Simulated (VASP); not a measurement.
# In3Se (Pm-3m) in VASP: a series of runs

Runs on In3Se. Level: PBE. Tasks: single point.

Everything below comes from runs of VASP 6.6.1. Logs are shortened: lines on timing, memory, paths and dates and some standing lists are left out, and cuts for length are marked.

### 1 The cell of the first run

The structure is cubic, space group Pm-3m (No. 221). The conventional cell has a = 4.804 Å, b = 4.804 Å, c = 4.804 Å, α = 90.00°, β = 90.00°, γ = 90.00°. In (site symmetry 4/mmm) has 8 In at 3.40 Å and 4 Se at 3.40 Å within 4.5 Å. Se (site symmetry m-3m) has 12 In at 3.40 Å within 4.5 Å.

### 2 Single point, PBE

INCAR

```
SYSTEM = In3Se
PREC = Accurate ; ENCUT = 520
EDIFF = 1E-6 ; ISMEAR = 0
SIGMA = 0.1 ; LREAL = .False.
LASPH = .True. ; NELM = 60
ALGO = Normal ; ISIF = 2
LWAVE = .False. ; LCHARG = .True.
GGA = PE ; LELF = .True.
LVHAR = .True. ; NBANDS = 30
```

KPOINTS

```
Automatic mesh
0
Gamma
  6 6 6
  0.5 0.5 0.5
```

POSCAR

```
In3Se
1.0
    4.8037580000      0.0000000000      0.0000000000
    0.0000000000      4.8037580000      0.0000000000
    0.0000000000      0.0000000000      4.8037580000
In Se
3 1
Direct
    0.0000000000      0.5000000000      0.5000000000
    0.5000000000      0.0000000000      0.5000000000
    0.5000000000      0.5000000000      0.0000000000
    0.0000000000      0.0000000000      0.0000000000
```

Potentials or basis: VASP PAW PBE potentials, release 64 (In_d, Se).

Launch:

```bash
cat potpaw_PBE.64/In_d/POTCAR potpaw_PBE.64/Se/POTCAR > POTCAR
mpirun -np 1 vasp_std > vasp.out
```

OUTCAR:

```text
SYSTEM = In3Se
   PREC = Accurate
   ENCUT = 520
   EDIFF = 1E-6
   ISMEAR = 0
   LREAL = .False.
   LASPH = .True.
   NELM = 60
   ISIF = 2
   GGA = PE

 ion  position               nearest neighbor table
   1  0.000  0.500  0.500-   2 3.40   3 3.40   4 3.40   3 3.40   4 3.40   2 3.40   4 3.40   4 3.40
                             2 3.40   3 3.40   3 3.40   2 3.40
   2  0.500  0.000  0.500-   1 3.40   3 3.40   4 3.40   3 3.40   4 3.40   1 3.40   3 3.40   3 3.40
                             1 3.40   4 3.40   4 3.40   1 3.40
   3  0.500  0.500  0.000-   1 3.40   2 3.40   4 3.40   1 3.40   2 3.40   2 3.40   4 3.40   2 3.40
                             1 3.40   4 3.40   1 3.40   4 3.40
   4  0.000  0.000  0.000-   1 3.40   2 3.40   3 3.40   1 3.40   2 3.40   1 3.40   3 3.40   1 3.40
                             2 3.40   3 3.40   2 3.40   3 3.40

  LATTYP: Found a simple cubic cell.
 ALAT       =     4.8037580000

  Lattice vectors:

 A1 = (   4.8037580000,   0.0000000000,   0.0000000000)
 A2 = (   0.0000000000,   4.8037580000,   0.0000000000)
 A3 = (   0.0000000000,   0.0000000000,   4.8037580000)

Analysis of symmetry for initial positions (statically):
=====================================================================
 Subroutine PRICEL returns:
 Original cell was already a primitive cell.

 Routine SETGRP: Setting up the symmetry group for a
 simple cubic supercell.

 Subroutine GETGRP returns: Found 48 space group operations
 (whereof 48 operations were pure point group operations)
 out of a pool of 48 trial point group operations.

The static configuration has the point symmetry O_h .

Analysis of symmetry for dynamics (positions and initial velocities):
=====================================================================
 Subroutine PRICEL returns:
 Original cell was already a primitive cell.

 Routine SETGRP: Setting up the symmetry group for a
 simple cubic supercell.

 Subroutine GETGRP returns: Found 48 space group operations
 (whereof 48 operations were pure point group operations)
 out of a pool of 48 trial point group operations.

The dynamic configuration has the point symmetry O_h .

 Subroutine INISYM returns: Found 48 space group operations
 (whereof 48 operations are pure point group operations),
 and found     1 'primitive' translations

----------------------------------------------------------------------------------------

                                     Primitive cell

  volume of cell :     110.8520

  direct lattice vectors                    reciprocal lattice vectors
     4.803758000  0.000000000  0.000000000     0.208170353  0.000000000  0.000000000
     0.000000000  4.803758000  0.000000000     0.000000000  0.208170353  0.000000000
     0.000000000  0.000000000  4.803758000     0.000000000  0.000000000  0.208170353

  length of vectors
     4.803758000  4.803758000  4.803758000     0.208170353  0.208170353  0.208170353

  position of ions in fractional coordinates (direct lattice)
     0.000000000  0.500000000  0.500000000
     0.500000000  0.000000000  0.500000000
     0.500000000  0.500000000  0.000000000
     0.000000000  0.000000000  0.000000000

  ion indices of the primitive-cell ions
   primitive index   ion index
                 1           1
                 2           2
                 3           3
                 4           4

----------------------------------------------------------------------------------------

 KPOINTS: Automatic mesh

Automatic generation of k-mesh.
 Grid dimensions read from file:
 generate k-points for:    6    6    6

 Generating k-lattice:

  Cartesian coordinates                     Fractional coordinates (reciprocal lattice)
     0.034695059  0.000000000  0.000000000     0.166666667  0.000000000  0.000000000
     0.000000000  0.034695059  0.000000000     0.000000000  0.166666667  0.000000000
     0.000000000  0.000000000  0.034695059     0.000000000  0.000000000  0.166666667

  Length of vectors
     0.034695059  0.034695059  0.034695059

  Shift w.r.t. Gamma in fractional coordinates (k-lattice)
     0.500000000  0.500000000  0.500000000

 Subroutine IBZKPT returns following result:
 ===========================================

 Found     10 irreducible k-points:

 Following reciprocal coordinates:
            Coordinates               Weight
  0.083333  0.083333  0.083333      8.000000
  0.250000  0.083333  0.083333     24.000000
  0.416667  0.083333  0.083333     24.000000
  0.250000  0.250000  0.083333     24.000000
  0.416667  0.250000  0.083333     48.000000
  0.416667  0.416667  0.083333     24.000000
  0.250000  0.250000  0.250000      8.000000
  0.416667  0.250000  0.250000     24.000000
  0.416667  0.416667  0.250000     24.000000
  0.416667  0.416667  0.416667      8.000000
   k-points           NKPTS =     10   k-points in BZ     NKDIM =     10   number of bands    NBANDS=     30
   number of dos      NEDOS =    301   number of ions     NIONS =      4
   total plane-waves  NPLWV =  46656
   dimension x,y,z NGX =    36 NGY =   36 NGZ =   36
   dimension x,y,z NGXF=    72 NGYF=   72 NGZF=   72
   ions per type =               3   1
   NGX,Y,Z   is equivalent  to a cutoff of  12.46, 12.46, 12.46 a.u.
   NGXF,Y,Z  is equivalent  to a cutoff of  24.92, 24.92, 24.92 a.u.
 SYSTEM =  In3Se
   PREC   = accura    normal or accurate (medium, high low for compatibility)
   ISTART =      0    job   : 0-new  1-cont  2-samecut
   ICHARG =      2    charge: 1-file 2-atom 10-const
   ISPIN  =      1    spin polarized calculation?
   LNONCOLLINEAR =      F non collinear calculations
   LSORBIT =      F    spin-orbit coupling
   LASPH  =      T    aspherical Exc in radial PAW
   ENCUT  =  520.0 eV  38.22 Ry    6.18 a.u.   8.93  8.93  8.93*2*pi/ulx,y,z
   NELM   =     60;   NELMIN=  2; NELMDL= -5     # of ELM steps
   EDIFF  = 0.1E-05   stopping-criterion for ELM
   LREAL  =      F    real-space projection
   EDIFFG = 0.1E-04   stopping-criterion for IOM
   NSW    =      0    number of steps for IOM
   IBRION =     -1    ionic relax: 0-MD 1-quasi-New 2-CG
   NFREE  =      0    steps in history (QN), initial steepest desc. (CG)
   ISIF   =      2    stress and relaxation
   ISYM   =      2    0-nonsym 1-usesym 2-fastsym
   POTIM  = 0.5000    time-step for ionic-motion
   TEBEG  =    0.0;   TEEND  =   0.0 temperature during run
   PSTRESS=    0.0 pullay stress
   NELECT =      45.0000    total number of electrons
   NUPDOWN=      -1.0000    fix difference up-down
   EMIN   =  10.00;   EMAX   =-10.00  energy-range for DOS
   EFERMI =   0.00;   METHOD = LEGACY
   ISMEAR =     0;   SIGMA  =   0.10  broadening in eV -4-tet -1-fermi 0-gaus
   EFERMI_NEDOS =   21; number of points for ismear=-14 and -15
   IALGO  =     38    algorithm
   IMIX   =      4    mixing-type and parameters
     AMIX     =   0.40;   BMIX     =  1.00
     AMIX_MAG =   1.60;   BMIX_MAG =  1.00
  volume/ion in A,a.u.               =      27.71       187.02
  Fermi-wavevector in a.u.,A,eV,Ry     =   1.212173  2.290675 19.991897  1.469363
  Thomas-Fermi vector in A             =   2.347665
   LORBIT       =      0    0 simple, 1 ext, 2 COOP (PROOUT), +10 PAW based schemes
   GGA     = PE    functional components
   LHFCALC =     F    Hartree Fock is set to
   AEXX    =    0.0000 exact exchange contribution
   IVDW    =     0    specifies the selected vdW correction
   LEPSILON=     F    determine dielectric tensor
   LRPA    =     F    only Hartree local field effects (RPA)
 non-spin polarized calculation
 Gauss-broadening in eV      SIGMA  =   0.10
  energy-cutoff  :      520.00
  volume of cell :      110.85
 maximum number of plane-waves:      3007
 NGX is ok and might be reduce to    36
   NGX = 17   NGY = 17   NGZ = 17

 number of electron      45.0000024 magnetization

 Free energy of the ion-electron system (eV)
  ---------------------------------------------------
  ext. energy  EPLUGINS =         0.00000000
  ---------------------------------------------------
  free energy    TOTEN  =       -11.69964106 eV

  energy without entropy =      -11.69493924  energy(sigma->0) =      -11.69729015

 E-fermi :   5.8778     XC(G=0):  -9.7426

 val. band max:        5.7980859644   @ k =   0.4167   0.2500   0.2500
 cond. band min:       6.0913194943   @ k =   0.2500   0.0833   0.0833
 fundamental gap:      0.2932335299
 Fermi energy:         5.8778258638

 k-point     1 :       0.0833    0.0833    0.0833
  band No.  band energies     occupation
      1      -8.8262      2.00000
      2      -8.8163      2.00000
      3      -8.8163      2.00000
      4      -8.8145      2.00000
      5      -8.7026      2.00000
      6      -8.7026      2.00000
[... 22 lines left out ...]
     29      11.6733      0.00000
     30      12.8923      0.00000

 k-point     2 :       0.2500    0.0833    0.0833
  band No.  band energies     occupation
      1      -8.8135      2.00000
      2      -8.7872      2.00000
      3      -8.7737      2.00000
      4      -8.7637      2.00000
      5      -8.6970      2.00000
      6      -8.6716      2.00000
[... 22 lines left out ...]
     29      11.4581      0.00000
     30      12.6720      0.00000

 k-point     3 :       0.4167    0.0833    0.0833
  band No.  band energies     occupation
      1      -8.8046      2.00000
      2      -8.7307      2.00000
      3      -8.6999      2.00000
      4      -8.6928      2.00000
      5      -8.6871      2.00000
      6      -8.6294      2.00000
[... 22 lines left out ...]
     29      10.5885      0.00000
     30      11.8745      0.00000

 k-point     4 :       0.2500    0.2500    0.0833
  band No.  band energies     occupation
      1      -8.7901      2.00000
      2      -8.7677      2.00000
      3      -8.7552      2.00000
      4      -8.7237      2.00000
      5      -8.6817      2.00000
      6      -8.6506      2.00000
[... 154 lines left out ...]
     29      11.5824      0.00000
     30      12.7697      0.00000

 k-point     9 :       0.4167    0.4167    0.2500
  band No.  band energies     occupation
      1      -8.7672      2.00000
      2      -8.7380      2.00000
      3      -8.7248      2.00000
      4      -8.7136      2.00000
      5      -8.7105      2.00000
      6      -8.6739      2.00000
[... 22 lines left out ...]
     29      12.2561      0.00000
     30      12.7344      0.00000

 k-point    10 :       0.4167    0.4167    0.4167
  band No.  band energies     occupation
      1      -8.8095      2.00000
      2      -8.7462      2.00000
      3      -8.7301      2.00000
      4      -8.7301      2.00000
      5      -8.7122      2.00000
      6      -8.7122      2.00000
[... 22 lines left out ...]
     29      13.7185      0.00000
     30      13.8244      0.00000

------------------------ aborting loop because EDIFF is reached ----------------------------------------

  FORCE on cell =-STRESS in cart. coord.  units (eV):
  Direction    XX          YY          ZZ          XY          YZ          ZX
  --------------------------------------------------------------------------------------
  -------------------------------------------------------------------------------------
  Total       -0.3206816     -0.3206816     -0.3206816      0.0000000      0.0000000      0.0000000
  in kB       -4.6349088     -4.6349088     -4.6349088      0.0000000      0.0000000      0.0000000
  external PRESSURE =      -4.6349088 kB  Pullay stress =       0.0000000 kB

 VOLUME and BASIS-vectors are now :
 -----------------------------------------------------------------------------
  energy-cutoff  :      520.00
  volume of cell :      110.85
      direct lattice vectors                 reciprocal lattice vectors
     4.803758000  0.000000000  0.000000000     0.208170353  0.000000000  0.000000000
     0.000000000  4.803758000  0.000000000     0.000000000  0.208170353  0.000000000
     0.000000000  0.000000000  4.803758000     0.000000000  0.000000000  0.208170353

 POSITION                                       TOTAL-FORCE (eV/Angst)
 -----------------------------------------------------------------------------------
      0.00000      2.40188      2.40188         0.000000      0.000000      0.000000
      2.40188      0.00000      2.40188         0.000000      0.000000      0.000000
      2.40188      2.40188      0.00000         0.000000      0.000000      0.000000
      0.00000      0.00000      0.00000         0.000000      0.000000      0.000000
 -----------------------------------------------------------------------------------
    total drift:                                0.000000      0.000000      0.000000

  FREE ENERGIE OF THE ION-ELECTRON SYSTEM (eV)
  ---------------------------------------------------
  free  energy   TOTEN  =       -11.6996410588 eV

  energy  without entropy=      -11.6949392362  energy(sigma->0) =      -11.69729015
```

Wall time 19 s (1 thread of AMD EPYC 9R45 (Zen 5), shared host); peak memory 0.17 GiB.

What came out:

```yaml
Free_energy: -11.6996 eV
Pressure: -0.5 GPa
```

Caveat: spin-orbit coupling is left out, which moves the levels of the heavy elements.

### 3 Single point, PBE

INCAR

```
SYSTEM = In3Se
PREC     = Accurate       ! precision mode
ENCUT    = 520            ! plane-wave cutoff, eV
EDIFF    = 1E-7           ! SCF threshold, eV
ISMEAR   = 0              ! smearing method
SIGMA    = 0.1            ! smearing width, eV
LREAL    = .FALSE.        ! projectors in reciprocal space
LASPH    = .TRUE.         ! aspherical terms in the spheres
NELM     = 60             ! most SCF steps
ALGO     = Normal         ! electronic algorithm
ISIF     = 2              ! what is computed and relaxed
LWAVE    = .FALSE.        ! write WAVECAR
LCHARG   = .FALSE.        ! write CHGCAR
GGA      = PE             ! functional
NBANDS   = 30             ! bands
```

KPOINTS

```
regular mesh
0
G
  8 8 8
  0 0 0
```

POSCAR is that of step 2.

Potentials or basis: VASP PAW PBE potentials, release 64 (In_d, Se).

Launch:

```bash
cat potpaw_PBE.64/In_d/POTCAR potpaw_PBE.64/Se/POTCAR > POTCAR
mpirun -np 1 vasp_std > vasp.out
```

Run time: 61 s. Hardware: 1 thread of AMD EPYC 9R45 (Zen 5), shared host; peak memory 0.23 GiB.

It converged, with:

```yaml
Free_energy: -11.6832 eV
Pressure: -0.3 GPa
```

Levels at points of the mesh, in eV from the Fermi level:
| k point | band 20 | band 21 | band 22 | band 23 | band 24 | band 25 |
| --- | --- | --- | --- | --- | --- | --- |
| (0.00, 0.00, 0.00) | -3.24 | -2.22 | -2.22 | 1.14 | 1.14 | 1.14 |
| (0.50, 0.00, 0.00) | -2.43 | -1.68 | -1.04 | -0.08 | -0.08 | 1.42 |
| (0.50, 0.50, 0.00) | -1.94 | -0.83 | -0.70 | -0.70 | 1.39 | 1.79 |
| (0.50, 0.50, 0.50) | -4.13 | -4.13 | -4.13 | -3.18 | 3.01 | 3.01 |

Caveat: spin-orbit coupling is left out, which moves the levels of the heavy elements.
